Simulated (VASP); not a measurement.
# W in VASP: single point with LDA

Aim: the single point of W with LDA.

All numbers are computed with VASP 6.6.1; they aren't measurements. Logs are shortened: lines on timing, memory, paths and dates and some standing lists are left out, and cuts for length are marked.

## 1. The cell of the first run

The cell holds a slab with vacuum, 3 atoms: a = 2.809 Å, b = 2.809 Å, c = 17.973 Å, α = 90.00°, β = 90.00°, γ = 90.00°.

## 2. Single point, LDA

File INCAR:

```
PREC = Accurate
ENCUT = 520
EDIFF = 1E-6
ISMEAR = 0
SIGMA = 0.1
LREAL = False
LASPH = True
NELM = 80
ALGO = Normal
ISIF = 2
LWAVE = False
LCHARG = False
LDIPOL = True
IDIPOL = 3
DIPOL = 0.5 0.5 0.497
NBANDS = 28
```

File KPOINTS:

```
regular mesh
0
Gamma
  10 10 1
```

File POSCAR:

```
W
1.0
    2.8093052380      0.0000000000      0.0000000000
    0.0000000000      2.8093052380      0.0000000000
    0.0000000000      0.0000000000     17.9729575684
W
3
Direct
    0.5000000000      0.5000000000      0.3894740180
    0.0000000000      0.0000000000      0.4967778575
    0.5000000000      0.5000000000      0.6040886539
```

Potentials or basis: VASP PAW LDA potentials, release 64 (W_sv).

Launch:

```
cat potpaw_LDA.64/W_sv/POTCAR > POTCAR
mpirun -np 1 vasp_std > vasp.out
```

OUTCAR:

```text
PREC = Accurate
   ENCUT = 520
   EDIFF = 1E-6
   ISMEAR = 0
   LREAL = False
   LASPH = True
   NELM = 80
   ISIF = 2

 ion  position               nearest neighbor table
   1  0.500  0.500  0.389-   2 2.77   2 2.77   2 2.77   2 2.77
   2  0.000  0.000  0.497-   1 2.77   1 2.77   1 2.77   1 2.77   3 2.77   3 2.77   3 2.77   3 2.77

   3  0.500  0.500  0.604-   2 2.77   2 2.77   2 2.77   2 2.77

  LATTYP: Found a simple tetragonal cell.
 ALAT       =     2.8093052380
 C/A-ratio  =     6.3976521046

  Lattice vectors:

 A1 = (   2.8093052380,   0.0000000000,   0.0000000000)
 A2 = (   0.0000000000,   2.8093052380,   0.0000000000)
 A3 = (   0.0000000000,   0.0000000000,  17.9729575684)

Analysis of symmetry for initial positions (statically):
=====================================================================
 Subroutine PRICEL returns:
 Original cell was already a primitive cell.

 Routine SETGRP: Setting up the symmetry group for a
 simple tetragonal supercell.

 Subroutine GETGRP returns: Found 16 space group operations
 (whereof  8 operations were pure point group operations)
 out of a pool of 16 trial point group operations.

The static configuration has the point symmetry C_4v.
 The point group associated with its full space group is D_4h.

Analysis of symmetry for dynamics (positions and initial velocities):
=====================================================================
 Subroutine PRICEL returns:
 Original cell was already a primitive cell.

 Routine SETGRP: Setting up the symmetry group for a
 simple tetragonal supercell.

 Subroutine GETGRP returns: Found 16 space group operations
 (whereof  8 operations were pure point group operations)
 out of a pool of 16 trial point group operations.

The dynamic configuration has the point symmetry C_4v.
 The point group associated with its full space group is D_4h.

 Subroutine INISYM returns: Found 16 space group operations
 (whereof  8 operations are pure point group operations),
 and found     1 'primitive' translations

----------------------------------------------------------------------------------------

                                     Primitive cell

  volume of cell :     141.8461

  direct lattice vectors                    reciprocal lattice vectors
     2.809305238  0.000000000  0.000000000     0.355959896  0.000000000  0.000000000
     0.000000000  2.809305238  0.000000000     0.000000000  0.355959896  0.000000000
     0.000000000  0.000000000 17.972957568     0.000000000  0.000000000  0.055639145

  length of vectors
     2.809305238  2.809305238 17.972957568     0.355959896  0.355959896  0.055639145

  position of ions in fractional coordinates (direct lattice)
     0.500000000  0.500000000  0.389474018
     0.000000000  0.000000000  0.496777857
     0.500000000  0.500000000  0.604088654

  ion indices of the primitive-cell ions
   primitive index   ion index
                 1           1
                 2           2
                 3           3

----------------------------------------------------------------------------------------

 KPOINTS: regular mesh

Automatic generation of k-mesh.
 Grid dimensions read from file:
 generate k-points for:   10   10    1

 Generating k-lattice:

  Cartesian coordinates                     Fractional coordinates (reciprocal lattice)
     0.035595990  0.000000000  0.000000000     0.100000000  0.000000000  0.000000000
     0.000000000  0.035595990  0.000000000     0.000000000  0.100000000  0.000000000
     0.000000000  0.000000000  0.055639145     0.000000000  0.000000000  1.000000000

  Length of vectors
     0.035595990  0.035595990  0.055639145

  Shift w.r.t. Gamma in fractional coordinates (k-lattice)
     0.000000000  0.000000000  0.000000000

 Subroutine IBZKPT returns following result:
 ===========================================

 Found     21 irreducible k-points:

 Following reciprocal coordinates:
            Coordinates               Weight
  0.000000  0.000000  0.000000      1.000000
  0.100000  0.000000  0.000000      4.000000
  0.200000  0.000000  0.000000      4.000000
  0.300000  0.000000  0.000000      4.000000
  0.400000  0.000000  0.000000      4.000000
  0.500000  0.000000  0.000000      2.000000
[... 13 lines left out ...]
  0.500000  0.400000  0.000000      4.000000
  0.500000  0.500000  0.000000      1.000000
   k-points           NKPTS =     21   k-points in BZ     NKDIM =     21   number of bands    NBANDS=     28
   number of dos      NEDOS =    301   number of ions     NIONS =      3
   total plane-waves  NPLWV =  80640
   dimension x,y,z NGX =    24 NGY =   24 NGZ =  140
   dimension x,y,z NGXF=    48 NGYF=   48 NGZF=  280
   ions per type =               3
   NGX,Y,Z   is equivalent  to a cutoff of  14.20, 14.20, 12.95 a.u.
   NGXF,Y,Z  is equivalent  to a cutoff of  28.40, 28.40, 25.90 a.u.
 SYSTEM =  unknown system
   PREC   = accura    normal or accurate (medium, high low for compatibility)
   ISTART =      0    job   : 0-new  1-cont  2-samecut
   ICHARG =      2    charge: 1-file 2-atom 10-const
   ISPIN  =      1    spin polarized calculation?
   LNONCOLLINEAR =      F non collinear calculations
   LSORBIT =      F    spin-orbit coupling
   LASPH  =      T    aspherical Exc in radial PAW
   ENCUT  =  520.0 eV  38.22 Ry    6.18 a.u.   5.22  5.22 33.42*2*pi/ulx,y,z
   NELM   =     80;   NELMIN=  2; NELMDL= -5     # of ELM steps
   EDIFF  = 0.1E-05   stopping-criterion for ELM
   LREAL  =      F    real-space projection
   EDIFFG = 0.1E-04   stopping-criterion for IOM
   NSW    =      0    number of steps for IOM
   IBRION =     -1    ionic relax: 0-MD 1-quasi-New 2-CG
   NFREE  =      0    steps in history (QN), initial steepest desc. (CG)
   ISIF   =      2    stress and relaxation
   ISYM   =      2    0-nonsym 1-usesym 2-fastsym
   POTIM  = 0.5000    time-step for ionic-motion
   TEBEG  =    0.0;   TEEND  =   0.0 temperature during run
   PSTRESS=    0.0 pullay stress
   NELECT =      42.0000    total number of electrons
   NUPDOWN=      -1.0000    fix difference up-down
   EMIN   =  10.00;   EMAX   =-10.00  energy-range for DOS
   EFERMI =   0.00;   METHOD = LEGACY
   ISMEAR =     0;   SIGMA  =   0.10  broadening in eV -4-tet -1-fermi 0-gaus
   EFERMI_NEDOS =   21; number of points for ismear=-14 and -15
   IALGO  =     38    algorithm
   IMIX   =      4    mixing-type and parameters
     AMIX     =   0.40;   BMIX     =  1.00
     AMIX_MAG =   1.60;   BMIX_MAG =  1.00
  volume/ion in A,a.u.               =      47.28       319.07
  Fermi-wavevector in a.u.,A,eV,Ry     =   1.091153  2.061979 16.199284  1.190614
  Thomas-Fermi vector in A             =   2.227392
   LORBIT       =      0    0 simple, 1 ext, 2 COOP (PROOUT), +10 PAW based schemes
   GGA     = CA    functional components
   LHFCALC =     F    Hartree Fock is set to
   AEXX    =    0.0000 exact exchange contribution
   IVDW    =     0    specifies the selected vdW correction
   LEPSILON=     F    determine dielectric tensor
   LRPA    =     F    only Hartree local field effects (RPA)
 non-spin polarized calculation
 Gauss-broadening in eV      SIGMA  =   0.10
  energy-cutoff  :      520.00
  volume of cell :      141.85
 maximum number of plane-waves:      3867
 NGX is ok and might be reduce to    24
   NGX = 11   NGY = 11   NGZ = 67

 dipolmoment           0.000000      0.000000      0.000198 electrons x Angstroem

 number of electron      42.0000010 magnetization

 dipolmoment           0.000000      0.000000     -0.001213 electrons x Angstroem

 Free energy of the ion-electron system (eV)
  ---------------------------------------------------
  ext. energy  EPLUGINS =         0.00000000
  ---------------------------------------------------
  free energy    TOTEN  =       -37.22954515 eV

  energy without entropy =      -37.20050546  energy(sigma->0) =      -37.21502531

 E-fermi :   0.5971     XC(G=0):  -5.8837

 val. band max:        0.5966110025   @ k =   0.1000   0.0000   0.0000
 cond. band min:       0.6070049297   @ k =   0.3000   0.1000   0.0000
 fundamental gap:      0.0103939272
 Fermi energy:         0.5970598887

 k-point     1 :       0.0000    0.0000    0.0000
  band No.  band energies     occupation
      1     -72.7149      2.00000
      2     -72.6843      2.00000
      3     -72.4789      2.00000
      4     -37.6718      2.00000
      5     -37.2868      2.00000
      6     -36.9171      2.00000
[... 20 lines left out ...]
     27       3.3976      0.00000
     28       4.4730      0.00000

 k-point     2 :       0.1000    0.0000    0.0000
  band No.  band energies     occupation
      1     -72.7085      2.00000
      2     -72.6800      2.00000
      3     -72.4769      2.00000
      4     -37.6518      2.00000
      5     -37.3177      2.00000
      6     -36.9575      2.00000
[... 20 lines left out ...]
     27       3.4345      0.00000
     28       3.9118      0.00000

 k-point     3 :       0.2000    0.0000    0.0000
  band No.  band energies     occupation
      1     -72.6916      2.00000
      2     -72.6683      2.00000
      3     -72.4719      2.00000
      4     -37.6069      2.00000
      5     -37.4206      2.00000
      6     -37.0785      2.00000
[... 20 lines left out ...]
     27       3.1574      0.00000
     28       4.0030      0.00000

 k-point     4 :       0.3000    0.0000    0.0000
  band No.  band energies     occupation
      1     -72.6707      2.00000
      2     -72.6533      2.00000
      3     -72.4663      2.00000
      4     -37.6016      2.00000
      5     -37.5745      2.00000
      6     -37.2318      2.00000
[... 20 lines left out ...]
     27       2.8067      0.00000
     28       4.8705      0.00000

 k-point     5 :       0.4000    0.0000    0.0000
  band No.  band energies     occupation
      1     -72.6544      2.00000
      2     -72.6400      2.00000
      3     -72.4624      2.00000
      4     -37.7061      2.00000
      5     -37.6839      2.00000
      6     -37.3995      2.00000
[... 20 lines left out ...]
     27       3.5769      0.00000
     28       4.9876      0.00000

 k-point     6 :       0.5000    0.0000    0.0000
  band No.  band energies     occupation
      1     -72.6485      2.00000
      2     -72.6344      2.00000
      3     -72.4611      2.00000
      4     -37.7563      2.00000
      5     -37.7319      2.00000
      6     -37.4683      2.00000
[... 370 lines left out ...]
      5     -37.5538      2.00000
      6     -37.5281      2.00000
[... 20 lines left out ...]
     27       5.5283      0.00000
     28       6.8374      0.00000

 k-point    19 :       0.4000    0.4000    0.0000
  band No.  band energies     occupation
      1     -72.6134      2.00000
      2     -72.5992      2.00000
      3     -72.4245      2.00000
      4     -37.6044      2.00000
      5     -37.5995      2.00000
      6     -37.4047      2.00000
[... 20 lines left out ...]
     27       5.4002      0.00000
     28       5.7668      0.00000

 k-point    20 :       0.5000    0.4000    0.0000
  band No.  band energies     occupation
      1     -72.6090      2.00000
      2     -72.5949      2.00000
      3     -72.4204      2.00000
      4     -37.6444      2.00000
      5     -37.6308      2.00000
      6     -37.4272      2.00000
[... 20 lines left out ...]
     27       6.1304      0.00000
     28       6.8365      0.00000

 k-point    21 :       0.5000    0.5000    0.0000
  band No.  band energies     occupation
      1     -72.6049      2.00000
      2     -72.5907      2.00000
      3     -72.4161      2.00000
      4     -37.6678      2.00000
      5     -37.6678      2.00000
      6     -37.3799      2.00000
[... 20 lines left out ...]
     27       6.6677      0.00000
     28       6.6837      0.00000

------------------------ aborting loop because EDIFF is reached ----------------------------------------

 vacuum level on the upper side and lower side of the slab       (xc-potential included)        -0.177        -0.149

  FORCE on cell =-STRESS in cart. coord.  units (eV):
  Direction    XX          YY          ZZ          XY          YZ          ZX
  --------------------------------------------------------------------------------------
  -------------------------------------------------------------------------------------
  Total       -6.3737785     -6.3737785      0.2367916      0.0000000      0.0000000      0.0000000
  in kB      -71.9929785    -71.9929785      2.6746036      0.0000000      0.0000000      0.0000000
  external PRESSURE =     -47.1037844 kB  Pullay stress =       0.0000000 kB

 VOLUME and BASIS-vectors are now :
 -----------------------------------------------------------------------------
  energy-cutoff  :      520.00
  volume of cell :      141.85
      direct lattice vectors                 reciprocal lattice vectors
     2.809305238  0.000000000  0.000000000     0.355959896  0.000000000  0.000000000
     0.000000000  2.809305238  0.000000000     0.000000000  0.355959896  0.000000000
     0.000000000  0.000000000 17.972957568     0.000000000  0.000000000  0.055639145

 POSITION                                       TOTAL-FORCE (eV/Angst)
 -----------------------------------------------------------------------------------
      1.40465      1.40465      7.00000         0.000000      0.000000     -0.069846
      0.00000      0.00000      8.92857         0.000000     -0.000000      0.000000
      1.40465      1.40465     10.85726         0.000000     -0.000000      0.069846
 -----------------------------------------------------------------------------------
    total drift:                                0.000000     -0.000000     -0.310391

  FREE ENERGIE OF THE ION-ELECTRON SYSTEM (eV)
  ---------------------------------------------------
  free  energy   TOTEN  =       -37.2295451540 eV

  energy  without entropy=      -37.2005054593  energy(sigma->0) =      -37.21502531

 vacuum level on the upper side and lower side of the slab         5.287         5.316
```

Wall time 84 s (1 thread of Intel Xeon Platinum 8488C (Sapphire Rapids), shared host); peak memory 0.24 GiB.

Results:

```yaml
Free_energy: -37.2295 eV
Largest_force: 0.070 eV/Å
Band_gap_on_the_k_mesh: zero (band 21 reaches 2.81 eV, above the bottom of band 22 at 0.27 eV)
```

Forces in eV/Å, atoms in the order of the input:
```
W    0.000  0.000 -0.070
W    0.000  0.000  0.000
W    0.000  0.000  0.070
```

Caveat: spin-orbit coupling is left out, which moves the levels of the heavy elements.
